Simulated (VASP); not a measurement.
# P (Pm-3m) in VASP: a series of runs

Runs on P. Level: PBEsol. Tasks: single point, relaxation of cell and atoms.

All numbers are computed with VASP 6.6.1; they aren't measurements. Logs are shortened: lines on timing, memory, paths and dates and some standing lists are left out, and cuts for length are marked.

## Step 1: The cell of the first run

The structure is cubic, space group Pm-3m (No. 221). The conventional cell has a = 2.421 Å, b = 2.421 Å, c = 2.421 Å, α = 90.00°, β = 90.00°, γ = 90.00°. P (site symmetry m-3m) has 6 P at 2.42 Å within 3.2 Å.

## Step 2: Single point, PBEsol

File INCAR:

```
SYSTEM = P
ALGO     = Normal         ! electronic algorithm
EDIFF    = 1E-6           ! SCF threshold, eV
ENCUT    = 520            ! plane-wave cutoff, eV
GGA      = PS             ! functional
ISIF     = 2              ! what is computed and relaxed
ISMEAR   = 0              ! smearing method
LASPH    = .True.         ! aspherical terms in the spheres
LCHARG   = .True.         ! write CHGCAR
LELF     = .True.         ! ELF
LREAL    = .False.        ! projectors in reciprocal space
LVHAR    = .True.       
LWAVE    = .False.        ! write WAVECAR
NBANDS   = 8              ! bands
NELM     = 60             ! most SCF steps
PREC     = Accurate       ! precision mode
SIGMA    = 0.1            ! smearing width, eV
```

File KPOINTS:

```
k-points
0
Gamma
  18 18 18
  0 0 0
```

File POSCAR:

```
P
1.0
    2.4211005631      0.0000000000      0.0000000000
    0.0000000000      2.4211005631      0.0000000000
    0.0000000000      0.0000000000      2.4211005631
P
1
Direct
    0.0000000000      0.0000000000      0.0000000000
```

Potentials or basis: VASP PAW PBE potentials, release 64 (P).

Command:

```bash
$ cat potpaw_PBE.64/P/POTCAR > POTCAR
$ mpirun -np 1 vasp_std > vasp.out
```

OUTCAR:

```text
SYSTEM = P
   EDIFF = 1E-6
   ENCUT = 520
   GGA = PS
   ISIF = 2
   ISMEAR = 0
   LASPH = .True.
   LREAL = .False.
   NELM = 60
   PREC = Accurate

 ion  position               nearest neighbor table
   1  0.000  0.000  0.000-

  LATTYP: Found a simple cubic cell.
 ALAT       =     2.4211005631

  Lattice vectors:

 A1 = (   2.4211005631,   0.0000000000,   0.0000000000)
 A2 = (   0.0000000000,   2.4211005631,   0.0000000000)
 A3 = (   0.0000000000,   0.0000000000,   2.4211005631)

Analysis of symmetry for initial positions (statically):
=====================================================================
 Subroutine PRICEL returns:
 Original cell was already a primitive cell.

 Routine SETGRP: Setting up the symmetry group for a
 simple cubic supercell.

 Subroutine GETGRP returns: Found 48 space group operations
 (whereof 48 operations were pure point group operations)
 out of a pool of 48 trial point group operations.

The static configuration has the point symmetry O_h .

Analysis of symmetry for dynamics (positions and initial velocities):
=====================================================================
 Subroutine PRICEL returns:
 Original cell was already a primitive cell.

 Routine SETGRP: Setting up the symmetry group for a
 simple cubic supercell.

 Subroutine GETGRP returns: Found 48 space group operations
 (whereof 48 operations were pure point group operations)
 out of a pool of 48 trial point group operations.

The dynamic configuration has the point symmetry O_h .

 Subroutine INISYM returns: Found 48 space group operations
 (whereof 48 operations are pure point group operations),
 and found     1 'primitive' translations

----------------------------------------------------------------------------------------

                                     Primitive cell

  volume of cell :      14.1918

  direct lattice vectors                    reciprocal lattice vectors
     2.421100563  0.000000000  0.000000000     0.413035301  0.000000000  0.000000000
     0.000000000  2.421100563  0.000000000     0.000000000  0.413035301  0.000000000
     0.000000000  0.000000000  2.421100563     0.000000000  0.000000000  0.413035301

  length of vectors
     2.421100563  2.421100563  2.421100563     0.413035301  0.413035301  0.413035301

  position of ions in fractional coordinates (direct lattice)
     0.000000000  0.000000000  0.000000000

  ion indices of the primitive-cell ions
   primitive index   ion index
                 1           1

----------------------------------------------------------------------------------------

 KPOINTS: k-points

Automatic generation of k-mesh.
 Grid dimensions read from file:
 generate k-points for:   18   18   18

 Generating k-lattice:

  Cartesian coordinates                     Fractional coordinates (reciprocal lattice)
     0.022946406  0.000000000  0.000000000     0.055555556  0.000000000  0.000000000
     0.000000000  0.022946406  0.000000000     0.000000000  0.055555556  0.000000000
     0.000000000  0.000000000  0.022946406     0.000000000  0.000000000  0.055555556

  Length of vectors
     0.022946406  0.022946406  0.022946406

  Shift w.r.t. Gamma in fractional coordinates (k-lattice)
     0.000000000  0.000000000  0.000000000

 Subroutine IBZKPT returns following result:
 ===========================================

 Found    220 irreducible k-points:

 Following reciprocal coordinates:
            Coordinates               Weight
  0.000000  0.000000  0.000000      1.000000
  0.055556  0.000000  0.000000      6.000000
  0.111111  0.000000  0.000000      6.000000
  0.166667  0.000000  0.000000      6.000000
  0.222222  0.000000  0.000000      6.000000
  0.277778  0.000000  0.000000      6.000000
[... 16 lines left out ...]
  0.277778  0.111111  0.000000     24.000000
  0.333333  0.111111  0.000000     24.000000
 [... further k-points ...]
   k-points           NKPTS =    220   k-points in BZ     NKDIM =    220   number of bands    NBANDS=      8
   number of dos      NEDOS =    301   number of ions     NIONS =      1
   total plane-waves  NPLWV =   5832
   dimension x,y,z NGX =    18 NGY =   18 NGZ =   18
   dimension x,y,z NGXF=    36 NGYF=   36 NGZF=   36
   ions per type =               1
   NGX,Y,Z   is equivalent  to a cutoff of  12.36, 12.36, 12.36 a.u.
   NGXF,Y,Z  is equivalent  to a cutoff of  24.72, 24.72, 24.72 a.u.
 SYSTEM =  P
   PREC   = accura    normal or accurate (medium, high low for compatibility)
   ISTART =      0    job   : 0-new  1-cont  2-samecut
   ICHARG =      2    charge: 1-file 2-atom 10-const
   ISPIN  =      1    spin polarized calculation?
   LNONCOLLINEAR =      F non collinear calculations
   LSORBIT =      F    spin-orbit coupling
   LASPH  =      T    aspherical Exc in radial PAW
   ENCUT  =  520.0 eV  38.22 Ry    6.18 a.u.   4.50  4.50  4.50*2*pi/ulx,y,z
   NELM   =     60;   NELMIN=  2; NELMDL= -5     # of ELM steps
   EDIFF  = 0.1E-05   stopping-criterion for ELM
   LREAL  =      F    real-space projection
   EDIFFG = 0.1E-04   stopping-criterion for IOM
   NSW    =      0    number of steps for IOM
   IBRION =     -1    ionic relax: 0-MD 1-quasi-New 2-CG
   NFREE  =      0    steps in history (QN), initial steepest desc. (CG)
   ISIF   =      2    stress and relaxation
   ISYM   =      2    0-nonsym 1-usesym 2-fastsym
   POTIM  = 0.5000    time-step for ionic-motion
   TEBEG  =    0.0;   TEEND  =   0.0 temperature during run
   PSTRESS=    0.0 pullay stress
   NELECT =       5.0000    total number of electrons
   NUPDOWN=      -1.0000    fix difference up-down
   EMIN   =  10.00;   EMAX   =-10.00  energy-range for DOS
   EFERMI =   0.00;   METHOD = LEGACY
   ISMEAR =     0;   SIGMA  =   0.10  broadening in eV -4-tet -1-fermi 0-gaus
   EFERMI_NEDOS =   21; number of points for ismear=-14 and -15
   IALGO  =     38    algorithm
   IMIX   =      4    mixing-type and parameters
     AMIX     =   0.40;   BMIX     =  1.00
     AMIX_MAG =   1.60;   BMIX_MAG =  1.00
  volume/ion in A,a.u.               =      14.19        95.77
  Fermi-wavevector in a.u.,A,eV,Ry     =   1.156251  2.184997 18.189842  1.336916
  Thomas-Fermi vector in A             =   2.292872
   LORBIT       =      0    0 simple, 1 ext, 2 COOP (PROOUT), +10 PAW based schemes
   GGA     = PS    functional components
   LHFCALC =     F    Hartree Fock is set to
   AEXX    =    0.0000 exact exchange contribution
   IVDW    =     0    specifies the selected vdW correction
   LEPSILON=     F    determine dielectric tensor
   LRPA    =     F    only Hartree local field effects (RPA)
 non-spin polarized calculation
 Gauss-broadening in eV      SIGMA  =   0.10
  energy-cutoff  :      520.00
  volume of cell :       14.19
 maximum number of plane-waves:       402
   NGX =  9   NGY =  9   NGZ =  9

 number of electron       4.9999997 magnetization

 Free energy of the ion-electron system (eV)
  ---------------------------------------------------
  ext. energy  EPLUGINS =         0.00000000
  ---------------------------------------------------
  free energy    TOTEN  =        -5.76541051 eV

  energy without entropy =       -5.76330667  energy(sigma->0) =       -5.76435859

 E-fermi :   9.8783     XC(G=0): -11.4897

 val. band max:        9.8494588783   @ k =   0.1667   0.1111   0.0556
 cond. band min:       9.9355749125   @ k =   0.5000   0.2778   0.2778
 fundamental gap:      0.0861160342
 Fermi energy:         9.8782995115

 k-point     1 :       0.0000    0.0000    0.0000
  band No.  band energies     occupation
      1      -6.8153      2.00000
      2      15.1103      0.00000
      3      15.1103      0.00000
      4      15.1103      0.00000
      5      16.7636      0.00000
      6      16.7636      0.00000
      7      24.3397      0.00000
      8      34.8098      0.00000

 k-point     2 :       0.0556    0.0000    0.0000
  band No.  band energies     occupation
      1      -6.7433      2.00000
      2      13.6724      0.00000
      3      15.1674      0.00000
      4      15.1674      0.00000
      5      16.8215      0.00000
      6      18.1115      0.00000
      7      24.5884      0.00000
      8      34.2392      0.00000

 k-point     3 :       0.1111    0.0000    0.0000
  band No.  band energies     occupation
      1      -6.5276      2.00000
      2      11.6498      0.00000
      3      15.3376      0.00000
      4      15.3376      0.00000
      5      16.9929      0.00000
      6      19.8090      0.00000
      7      25.3763      0.00000
      8      32.8941      0.00000

 k-point     4 :       0.1667    0.0000    0.0000
  band No.  band energies     occupation
      1      -6.1703      2.00000
      2       9.6387      1.99930
      3      15.6164      0.00000
      4      15.6164      0.00000
      5      17.2705      0.00000
      6      21.1917      0.00000
      7      26.7219      0.00000
      8      31.2720      0.00000

 k-point     5 :       0.2222    0.0000    0.0000
  band No.  band energies     occupation
      1      -5.6754      2.00000
      2       7.7083      2.00000
      3      15.9953      0.00000
      4      15.9953      0.00000
      5      17.6402      0.00000
      6      22.2832      0.00000
      7      28.3951      0.00000
      8      29.6225      0.00000

 k-point     6 :       0.2778    0.0000    0.0000
  band No.  band energies     occupation
      1      -5.0502      2.00000
      2       5.8909      2.00000
      3      16.4579      0.00000
      4      16.4579      0.00000
      5      18.0780      0.00000
      6      23.2433      0.00000
      7      28.0627      0.00000
      8      28.0627      0.00000

 k-point     7 :       0.3333    0.0000    0.0000
  band No.  band energies     occupation
      1      -4.3106      2.00000
      2       4.2148      2.00000
      3      16.9737      0.00000
      4      16.9737      0.00000
      5      18.5447      0.00000
      6      24.1875      0.00000
      7      26.6680      0.00000
      8      26.6680      0.00000
[... 133 lines left out ...]
 k-point    20 :       0.1111    0.1111    0.0000
  band No.  band energies     occupation
      1      -6.2401      2.00000
      2      11.4058      0.00000
      3      12.5099      0.00000
      4      15.5641      0.00000
      5      18.7250      0.00000
      6      21.4888      0.00000
      7      25.9830      0.00000
      8      30.8792      0.00000

 k-point    21 :       0.1667    0.1111    0.0000
  band No.  band energies     occupation
      1      -5.8831      2.00000
      2       9.7978      1.74500
      3      12.4229      0.00000
      4      15.8419      0.00000
      5      19.1986      0.00000
      6      22.8977      0.00000
      7      26.6791      0.00000
      8      29.5518      0.00000

 k-point    22 :       0.2222    0.1111    0.0000
  band No.  band energies     occupation
      1      -5.3885      2.00000
      2       7.9296      2.00000
      3      12.7760      0.00000
      4      16.2193      0.00000
      5      19.6527      0.00000
      6      23.9268      0.00000
      7      26.6203      0.00000
      8      29.5417      0.00000

 k-point    23 :       0.2778    0.1111    0.0000
  band No.  band energies     occupation
      1      -4.7638      2.00000
      2       6.1346      2.00000
      3      13.2565      0.00000
      4      16.6800      0.00000
      5      20.1427      0.00000
      6      24.1969      0.00000
      7      26.0261      0.00000
      8      28.2730      0.00000

 k-point    24 :       0.3333    0.1111    0.0000
  band No.  band energies     occupation
      1      -4.0244      2.00000
      2       4.4694      2.00000
      3      13.8067      0.00000
      4      17.1933      0.00000
      5      20.6451      0.00000
      6      23.3508      0.00000
      7      26.3892      0.00000
      8      26.8846      0.00000

 [... further k-points ...]

------------------------ aborting loop because EDIFF is reached ----------------------------------------

  FORCE on cell =-STRESS in cart. coord.  units (eV):
  Direction    XX          YY          ZZ          XY          YZ          ZX
  --------------------------------------------------------------------------------------
  -------------------------------------------------------------------------------------
  Total        0.0150448      0.0150448      0.0150448     -0.0000000     -0.0000000      0.0000000
  in kB        1.6984715      1.6984715      1.6984715     -0.0000000     -0.0000000      0.0000000
  external PRESSURE =       1.6984715 kB  Pullay stress =       0.0000000 kB

 VOLUME and BASIS-vectors are now :
 -----------------------------------------------------------------------------
  energy-cutoff  :      520.00
  volume of cell :       14.19
      direct lattice vectors                 reciprocal lattice vectors
     2.421100563  0.000000000  0.000000000     0.413035301  0.000000000  0.000000000
     0.000000000  2.421100563  0.000000000     0.000000000  0.413035301  0.000000000
     0.000000000  0.000000000  2.421100563     0.000000000  0.000000000  0.413035301

 POSITION                                       TOTAL-FORCE (eV/Angst)
 -----------------------------------------------------------------------------------
      0.00000      0.00000      0.00000         0.000000      0.000000      0.000000
 -----------------------------------------------------------------------------------
    total drift:                                0.000000      0.000000      0.000000

  FREE ENERGIE OF THE ION-ELECTRON SYSTEM (eV)
  ---------------------------------------------------
  free  energy   TOTEN  =        -5.7654105120 eV

  energy  without entropy=       -5.7633066651  energy(sigma->0) =       -5.76435859
```

Wall time 16 s (1 thread of Intel Xeon Platinum 8375C at 2.90GHz (Ice Lake), shared host); peak memory 0.12 GiB.

Results:

- Free energy: -5.7654 eV
- Pressure: 0.2 GPa

Caveat: the PAW data sets were made with another functional, which shifts forces and pressure a little.

## Step 3: Relaxation of cell and atoms, PBEsol

File INCAR:

```
SYSTEM = P
PREC = Accurate
ENCUT = 600
EDIFF = 1E-6
ISMEAR = 0
SIGMA = 0.1
LREAL = .False.
LASPH = .True.
NELM = 100
ALGO = Normal
ISIF = 3
LWAVE = .False.
LCHARG = .False.
GGA = PS
IBRION = 2
NSW = 80
EDIFFG = -0.01
```

File KPOINTS:

```
regular mesh
0
Gamma
  18 18 18
  0 0 0
```

POSCAR is that of step 2.

Potentials or basis: VASP PAW PBE potentials, release 64 (P).

Command:

```bash
$ cat potpaw_PBE.64/P/POTCAR > POTCAR
$ mpirun -np 1 vasp_std > vasp.out
```

OUTCAR:

```text
SYSTEM = P
   PREC = Accurate
   ENCUT = 600
   EDIFF = 1E-6
   ISMEAR = 0
   LREAL = .False.
   LASPH = .True.
   NELM = 100
   ISIF = 3
   GGA = PS
   IBRION = 2
   NSW = 80
   EDIFFG = -0.01

 ion  position               nearest neighbor table
   1  0.000  0.000  0.000-

  LATTYP: Found a simple cubic cell.
 ALAT       =     2.4211005631

  Lattice vectors:

 A1 = (   2.4211005631,   0.0000000000,   0.0000000000)
 A2 = (   0.0000000000,   2.4211005631,   0.0000000000)
[... 443 lines left out ...]

 [... further k-points ...]

------------------------ aborting loop because EDIFF is reached ----------------------------------------

  FORCE on cell =-STRESS in cart. coord.  units (eV):
  Direction    XX          YY          ZZ          XY          YZ          ZX
  --------------------------------------------------------------------------------------
  -------------------------------------------------------------------------------------
  Total       -0.0069983     -0.0069983     -0.0069983     -0.0000000     -0.0000000      0.0000000
  in kB       -0.7881251     -0.7881251     -0.7881251     -0.0000000     -0.0000000      0.0000000
  external PRESSURE =      -0.7881251 kB  Pullay stress =       0.0000000 kB

 VOLUME and BASIS-vectors are now :
 -----------------------------------------------------------------------------
  energy-cutoff  :      600.00
  volume of cell :       14.23
      direct lattice vectors                 reciprocal lattice vectors
     2.423088281 -0.000000000  0.000000000     0.412696478 -0.000000000  0.000000000
     0.000000000  2.423088281  0.000000000     0.000000000  0.412696478  0.000000000
    -0.000000000 -0.000000000  2.423088281    -0.000000000  0.000000000  0.412696478

 POSITION                                       TOTAL-FORCE (eV/Angst)
 -----------------------------------------------------------------------------------
      0.00000      0.00000      0.00000         0.000000      0.000000      0.000000
 -----------------------------------------------------------------------------------
    total drift:                               -0.000000     -0.000000      0.000000

  FREE ENERGIE OF THE ION-ELECTRON SYSTEM (eV)
  ---------------------------------------------------
  free  energy   TOTEN  =        -5.7655869146 eV

  energy  without entropy=       -5.7634692978  energy(sigma->0) =       -5.76452811

 reached required accuracy - stopping structural energy minimisation
```

CONTCAR:

```text
P
   1.00000000000000
     2.4230882805927667   -0.0000000000000000    0.0000000000000000
     0.0000000000000000    2.4230882805927667    0.0000000000000000
    -0.0000000000000000   -0.0000000000000000    2.4230882805927667
  P
     1
Direct
     0.0000000000000000    0.0000000000000000    0.0000000000000000

  0.00000000E+00  0.00000000E+00  0.00000000E+00
```

It took 14 s on 1 thread of Intel Xeon Platinum 8375C at 2.90GHz (Ice Lake), shared host; peak memory 0.13 GiB.

What came out:

| Quantity | Value |
| --- | --- |
| Free energy | -5.7656 eV |
| Relaxed volume | 14.23 Å³/atom |
| Relaxed cell | a = 2.423 Å, b = 2.423 Å, c = 2.423 Å, α = 90.00°, β = 90.00°, γ = 90.00° |
| Space group after relaxing (to 0.05 Å) | Pm-3m (No. 221) |
| Energy gained by relaxing | 0.0 meV/atom |
| Ionic steps | 2 |
| Pressure after relaxing | -0.1 GPa |

Final structure:
```
P
1.0
     2.42309    0.00000    0.00000
     0.00000    2.42309    0.00000
     0.00000    0.00000    2.42309
P
1
Cartesian
  0.0000 0.0000 0.0000
```

Caveat: the PAW data sets were made with another functional, which shifts forces and pressure a little.
